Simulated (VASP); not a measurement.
# SiO2 (P4_32_12) in VASP: notebook

Runs on SiO2. Level: PBE. Tasks: single point.

All numbers are computed with VASP 6.6.1; they aren't measurements. Logs are shortened: lines on timing, memory, paths and dates and some standing lists are left out, and cuts for length are marked.

**1. The cell of the first run**

The structure is tetragonal, space group P4_32_12 (No. 96). Conventional cell: a = 7.446 Å, b = 7.446 Å, c = 8.584 Å, α = 90.00°, β = 90.00°, γ = 90.00°. Within 2.1 Å of Si (site symmetry 1) lie 4 O at 1.61 to 1.62 Å. Si (site symmetry 2) has 4 O at 1.61 Å within 2.1 Å. Within 2.1 Å of O (site symmetry 1) lie 2 Si at 1.61 to 1.62 Å. O (site symmetry 1) has 2 Si at 1.61 Å within 2.1 Å. O (site symmetry 1) has 2 Si at 1.61 to 1.62 Å within 2.1 Å.

**2. Single point, PBE**

File INCAR:

```
  PREC = Accurate
  ENCUT = 520
  EDIFF = 1E-6
  ISMEAR = -1
  SIGMA = 0.02
  LREAL = Auto
  LASPH = T
  NELM = 100
  ALGO = Normal
  ISIF = 2
  LWAVE = F
  LCHARG = F
  GGA = PE
  NBANDS = 120
```

File KPOINTS:

```
regular mesh
0
Gamma
  4 4 3
```

File POSCAR:

```
SiO2
1.0
    7.4462000000      0.0000000000      0.0000000000
    0.0000000000      7.4462000000      0.0000000000
    0.0000000000      0.0000000000      8.5838000000
Si O
12 24
Direct
    0.3219162998      0.1162832650      0.2606327773
    0.3837167350      0.8219162998      1.0106327773
    0.6780837002      0.8837167350      0.7606327773
    0.6162832650      0.1780837002      0.5106327773
    0.8219162998      0.3837167350     -0.0106327773
    0.8837167350      0.6780837002      0.2393672227
    0.1780837002      0.6162832650      0.4893672227
    0.1162832650      0.3219162998      0.7393672227
    0.4096941313      0.4096941313      0.0000000000
    0.0903058687      0.9096941313      0.7500000000
    0.5903058687      0.5903058687      0.5000000000
    0.9096941313      0.0903058687      0.2500000000
    0.4314600243      0.1269072370      0.4224988480
    0.3730927630      0.9314600243      0.1724988480
    0.5685399757      0.8730927630      0.9224988480
    0.6269072370      0.0685399757      0.6724988480
    0.9314600243      0.3730927630      0.8275011520
    0.8730927630      0.5685399757      0.0775011520
    0.0685399757      0.6269072370      0.3275011520
    0.1269072370      0.4314600243      0.5775011520
    0.1129703663      0.1207037404      0.3082580644
    0.3792962596      0.6129703663      0.0582580644
    0.8870296337      0.8792962596      0.8082580644
    0.6207037404      0.3870296337      0.5582580644
    0.6129703663      0.3792962596      0.9417419356
    0.8792962596      0.8870296337      0.1917419356
    0.3870296337      0.6207037404      0.4417419356
    0.1207037404      0.1129703663      0.6917419356
    0.3666997678      0.2849552582      0.1489076252
    0.2150447418      0.8666997678      0.8989076252
    0.6333002322      0.7150447418      0.6489076252
    0.7849552582      0.1333002322      0.3989076252
    0.8666997678      0.2150447418      0.1010923748
    0.7150447418      0.6333002322      0.3510923748
    0.1333002322      0.7849552582      0.6010923748
    0.2849552582      0.3666997678      0.8510923748
```

Potentials or basis: VASP PAW PBE potentials, release 64 (Si, O).

Command:

```bash
cat potpaw_PBE.64/Si/POTCAR potpaw_PBE.64/O/POTCAR > POTCAR
mpirun -np 1 vasp_std > vasp.out
```

OUTCAR:

```text
PREC = Accurate
   ENCUT = 520
   EDIFF = 1E-6
   ISMEAR = -1
   LREAL = Auto
   LASPH = T
   NELM = 100
   ISIF = 2
   GGA = PE

 ion  position               nearest neighbor table
   1  0.322  0.116  0.261-  21 1.61  13 1.61  29 1.62  14 1.62  12 3.08   4 3.10   2 3.10
   2  0.384  0.822  0.011-  22 1.61  14 1.61  30 1.62  15 1.62   9 3.08   3 3.10   1 3.10
   3  0.678  0.884  0.761-  23 1.61  15 1.61  31 1.62  16 1.62  10 3.08   4 3.10   2 3.10
   4  0.616  0.178  0.511-  24 1.61  16 1.61  32 1.62  13 1.62  11 3.08   3 3.10   1 3.10
   5  0.822  0.384  0.989-  25 1.61  17 1.61  33 1.62  18 1.62   9 3.08   8 3.10   6 3.10
   6  0.884  0.678  0.239-  26 1.61  18 1.61  34 1.62  19 1.62  12 3.08   7 3.10   5 3.10
   7  0.178  0.616  0.489-  27 1.61  19 1.61  35 1.62  20 1.62  11 3.08   8 3.10   6 3.10
   8  0.116  0.322  0.739-  28 1.61  20 1.61  36 1.62  17 1.62  10 3.08   7 3.10   5 3.10
   9  0.410  0.410  0.000-  22 1.61  25 1.61  29 1.61  36 1.61   2 3.08   5 3.08
  10  0.090  0.910  0.750-  23 1.61  28 1.61  30 1.61  35 1.61   3 3.08   8 3.08
  11  0.590  0.590  0.500-  24 1.61  27 1.61  31 1.61  34 1.61   4 3.08   7 3.08
  12  0.910  0.090  0.250-  21 1.61  26 1.61  32 1.61  33 1.61   1 3.08   6 3.08
  13  0.431  0.127  0.422-   1 1.61   4 1.62
  14  0.373  0.931  0.172-   2 1.61   1 1.62
  15  0.569  0.873  0.922-   3 1.61   2 1.62
  16  0.627  0.069  0.672-   4 1.61   3 1.62
  17  0.931  0.373  0.828-   5 1.61   8 1.62
[... 17 lines left out ...]
  35  0.133  0.785  0.601-  10 1.61   7 1.62
  36  0.285  0.367  0.851-   9 1.61   8 1.62

  LATTYP: Found a simple tetragonal cell.
 ALAT       =     7.4462000000
 C/A-ratio  =     1.1527759125

  Lattice vectors:

 A1 = (   7.4462000000,   0.0000000000,   0.0000000000)
 A2 = (   0.0000000000,   7.4462000000,   0.0000000000)
 A3 = (   0.0000000000,   0.0000000000,   8.5838000000)

Analysis of symmetry for initial positions (statically):
=====================================================================
 Subroutine PRICEL returns:
 Original cell was already a primitive cell.

 Routine SETGRP: Setting up the symmetry group for a
 simple tetragonal supercell.

 Subroutine GETGRP returns: Found  8 space group operations
 (whereof  2 operations were pure point group operations)
 out of a pool of 16 trial point group operations.

The static configuration has the point symmetry C_2 .
 The point group associated with its full space group is D_4 .

Analysis of symmetry for dynamics (positions and initial velocities):
=====================================================================
 Subroutine PRICEL returns:
 Original cell was already a primitive cell.

 Routine SETGRP: Setting up the symmetry group for a
 simple tetragonal supercell.

 Subroutine GETGRP returns: Found  8 space group operations
[... 169 lines left out ...]
   PSTRESS=    0.0 pullay stress
   NELECT =     192.0000    total number of electrons
   NUPDOWN=      -1.0000    fix difference up-down
   EMIN   =  10.00;   EMAX   =-10.00  energy-range for DOS
   EFERMI =   0.00;   METHOD = LEGACY
   ISMEAR =    -1;   SIGMA  =   0.02  broadening in eV -4-tet -1-fermi 0-gaus
   EFERMI_NEDOS =   21; number of points for ismear=-14 and -15
   IALGO  =     38    algorithm
   IMIX   =      4    mixing-type and parameters
     AMIX     =   0.40;   BMIX     =  1.00
     AMIX_MAG =   1.60;   BMIX_MAG =  1.00
  volume/ion in A,a.u.               =      13.22        89.22
  Fermi-wavevector in a.u.,A,eV,Ry     =   1.209648  2.285903 19.908692  1.463248
  Thomas-Fermi vector in A             =   2.345219
   LORBIT       =      0    0 simple, 1 ext, 2 COOP (PROOUT), +10 PAW based schemes
   GGA     = PE    functional components
   LHFCALC =     F    Hartree Fock is set to
   AEXX    =    0.0000 exact exchange contribution
   IVDW    =     0    specifies the selected vdW correction
   LEPSILON=     F    determine dielectric tensor
   LRPA    =     F    only Hartree local field effects (RPA)
 non-spin polarized calculation
  energy-cutoff  :      520.00
  volume of cell :      475.94
 maximum number of plane-waves:     12844
 NGX is ok and might be reduce to    56
   NGX = 27   NGY = 27   NGZ = 31

 number of electron     192.0000021 magnetization

 Free energy of the ion-electron system (eV)
  ---------------------------------------------------
  ext. energy  EPLUGINS =         0.00000000
  ---------------------------------------------------
  free energy    TOTEN  =      -284.03742692 eV

  energy without entropy =     -284.03742692  energy(sigma->0) =     -284.03742692

 E-fermi :   1.2301     XC(G=0):  -8.9162

 val. band max:        0.7251747032   @ k =   0.5000   0.0000   0.3333
 cond. band min:       6.4606073700   @ k =   0.0000   0.0000   0.0000
 fundamental gap:      5.7354326668
 Fermi energy:         1.2301484447

 k-point     1 :       0.0000    0.0000    0.0000
  band No.  band energies     occupation
      1     -18.6197      2.00000
      2     -18.1354      2.00000
      3     -18.1354      2.00000
      4     -18.1053      2.00000
      5     -17.7193      2.00000
      6     -17.7193      2.00000
[... 1321 lines left out ...]
    107      10.0642      0.00000
    108      10.0642      0.00000
 [bands above 108 left out]

------------------------ aborting loop because EDIFF is reached ----------------------------------------

  FORCE on cell =-STRESS in cart. coord.  units (eV):
  Direction    XX          YY          ZZ          XY          YZ          ZX
  --------------------------------------------------------------------------------------
  -------------------------------------------------------------------------------------
  Total       16.2255071     16.2255071      6.9291437      0.0000000      0.0000000      0.0000000
  in kB       54.6210289     54.6210289     23.3260481      0.0000000      0.0000000      0.0000000
  external PRESSURE =      44.1893686 kB  Pullay stress =       0.0000000 kB

 VOLUME and BASIS-vectors are now :
 -----------------------------------------------------------------------------
  energy-cutoff  :      520.00
  volume of cell :      475.94
      direct lattice vectors                 reciprocal lattice vectors
     7.446200000  0.000000000  0.000000000     0.134296688  0.000000000  0.000000000
     0.000000000  7.446200000  0.000000000     0.000000000  0.134296688  0.000000000
     0.000000000  0.000000000  8.583800000     0.000000000  0.000000000  0.116498520

 POSITION                                       TOTAL-FORCE (eV/Angst)
 -----------------------------------------------------------------------------------
      2.39705      0.86587      2.23722         0.006376      0.003490      0.043312
      2.85723      6.12015      0.09127        -0.003490      0.006376      0.043312
      5.04915      6.58033      6.52912        -0.006376     -0.003490      0.043312
      4.58897      1.32605      4.38317         0.003490     -0.006376      0.043312
      6.12015      2.85723      8.49253         0.006376     -0.003490     -0.043312
      6.58033      5.04915      2.05468        -0.003490     -0.006376     -0.043312
[... 28 lines left out ...]
      0.99258      5.84493      5.15966        -0.000363     -0.023351      0.000942
      2.12183      2.73052      7.30561        -0.023351      0.000363      0.000942
 -----------------------------------------------------------------------------------
    total drift:                               -0.000001      0.000001      0.000000

  FREE ENERGIE OF THE ION-ELECTRON SYSTEM (eV)
  ---------------------------------------------------
  free  energy   TOTEN  =      -284.0374269201 eV

  energy  without entropy=     -284.0374269201  energy(sigma->0) =     -284.03742692
```

OSZICAR:

```text
N       E                     dE             d eps       ncg     rms          rms(c)
DAV:   1     0.128542757262E+04    0.12854E+04   -0.10119E+05  2920   0.148E+03
DAV:   2    -0.217016220287E+03   -0.15024E+04   -0.14678E+04  3472   0.344E+02
DAV:   3    -0.321455131986E+03   -0.10444E+03   -0.10393E+03  3400   0.976E+01
DAV:   4    -0.323142823892E+03   -0.16877E+01   -0.16822E+01  3472   0.132E+01
DAV:   5    -0.323182540339E+03   -0.39716E-01   -0.39665E-01  3408   0.190E+00    0.512E+01
DAV:   6    -0.283983744174E+03    0.39199E+02   -0.16738E+02  3256   0.359E+01    0.238E+01
DAV:   7    -0.284008103745E+03   -0.24360E-01   -0.42830E+00  3648   0.545E+00    0.882E+00
DAV:   8    -0.283988111149E+03    0.19993E-01   -0.21453E-01  3328   0.180E+00    0.341E+00
DAV:   9    -0.284029477626E+03   -0.41366E-01   -0.10583E-01  3264   0.128E+00    0.639E-01
DAV:  10    -0.284036902419E+03   -0.74248E-02   -0.15214E-02  3352   0.412E-01    0.225E-01
DAV:  11    -0.284037247146E+03   -0.34473E-03   -0.22257E-03  3288   0.167E-01    0.841E-02
DAV:  12    -0.284037363757E+03   -0.11661E-03   -0.58794E-04  3328   0.935E-02    0.352E-02
DAV:  13    -0.284037407956E+03   -0.44199E-04   -0.10975E-04  3224   0.424E-02    0.223E-02
DAV:  14    -0.284037425258E+03   -0.17302E-04   -0.26713E-05  3456   0.173E-02    0.148E-02
DAV:  15    -0.284037426666E+03   -0.14075E-05   -0.13683E-05  3240   0.108E-02    0.336E-03
DAV:  16    -0.284037426920E+03   -0.25441E-06   -0.94599E-07  2264   0.336E-03
   1 F= -.28403743E+03 E0= -.28403743E+03  d E =-.389353E-11
```

Wall time 21 min (1 thread of Intel Xeon Platinum 8259CL at 2.50GHz (Skylake/Cascade Lake), shared host); peak memory 0.69 GiB.

Results:

- Free energy: -284.0374 eV
- Pressure: 4.4 GPa
- Largest force: 0.044 eV/Å
- Band gap on the k mesh: 5.74 eV, indirect (least direct gap 5.80 eV)

Forces on the atoms (eV/Å):
```
Si   0.006  0.003  0.043
Si  -0.003  0.006  0.043
Si  -0.006 -0.003  0.043
Si   0.003 -0.006  0.043
Si   0.006 -0.003 -0.043
Si  -0.003 -0.006 -0.043
Si  -0.006  0.003 -0.043
Si   0.003  0.006 -0.043
Si  -0.014 -0.014  0.000
Si   0.014 -0.014  0.000
Si   0.014  0.014  0.000
Si  -0.014  0.014  0.000
O    0.009  0.003 -0.019
O   -0.003  0.009 -0.019
O   -0.009 -0.003 -0.019
O    0.003 -0.009 -0.019
O    0.009 -0.003  0.019
O   -0.003 -0.009  0.019
O   -0.009  0.003  0.019
O    0.003  0.009  0.019
O    0.005 -0.001 -0.011
O    0.001  0.005 -0.011
O   -0.005  0.001 -0.011
O   -0.001 -0.005 -0.011
O    0.005  0.001  0.011
O    0.001 -0.005  0.011
O   -0.005 -0.001  0.011
O   -0.001  0.005  0.011
O    0.000 -0.023 -0.001
O    0.023  0.000 -0.001
O    0.000  0.023 -0.001
O   -0.023  0.000 -0.001
O    0.000  0.023  0.001
O    0.023  0.000  0.001
O    0.000 -0.023  0.001
O   -0.023  0.000  0.001
```

Levels at points of the mesh, in eV from the valence-band top:
| k point | band 93 | band 94 | band 95 | band 96 | band 97 | band 98 | band 99 | band 100 |
| --- | --- | --- | --- | --- | --- | --- | --- | --- |
| (0.00, 0.00, 0.00) | -0.23 | -0.17 | -0.17 | -0.06 | 5.74 | 8.18 | 8.18 | 8.57 |
| (0.50, 0.00, 0.00) | -0.18 | -0.18 | 0.00 | 0.00 | 6.81 | 6.81 | 8.52 | 8.52 |
| (0.50, 0.50, 0.00) | -0.14 | -0.14 | -0.07 | -0.07 | 7.63 | 7.63 | 7.64 | 7.64 |

A k mesh can miss the band edges.

[end of part 1 of 2]
